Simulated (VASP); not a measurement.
Crystal: ZrS2.

```xyz
3
Lattice="3.6744 0.0000 0.0000 -1.8372 3.1821 0.0000 0.0000 0.0000 5.8571" Properties=species:S:1:pos:R:3 pbc="T T T"
Zr    0.0000    0.0000    0.0000
S     1.8372    1.0607    4.4149
S     0.0000    2.1214    1.4422
```

Base run:

```yaml
Program: VASP 6.6.1
Functional: PBEsol
Potentials_or_basis: VASP PAW PBE potentials, release 64 (Zr_sv, S)
Cutoff: 500 eV
k_mesh: 6 × 6 × 4
Occupations: gaussian, width 0.01 eV
Spin: no spin polarisation
```

Its results: band gap on the k mesh 0.81 eV, indirect (least direct gap 1.45 eV); pressure -1.8 GPa; largest force 0.126 eV/Å.

Task: After a change of settings the same cell gave: band gap on the k mesh 0.53 eV, indirect (least direct gap 1.11 eV); pressure 1.6 GPa; largest force 0.624 eV/Å. Which change was it?
A. functional from PBEsol to r2SCAN; cutoff from 500 eV to 550 eV
B. dispersion from none to D4
C. k mesh from 6 × 6 × 4 to 2 × 2 × 2
D. functional from PBEsol to PBE; k mesh from 6 × 6 × 4 to 6 × 6 × 2

Result: C.

Caveats: some runs use coarse meshes; the PAW data sets were made with another functional, which shifts forces and pressure a little; this functional lacks dispersion, which binds the layers, so the pressure and a relaxed spacing across them are unreliable.
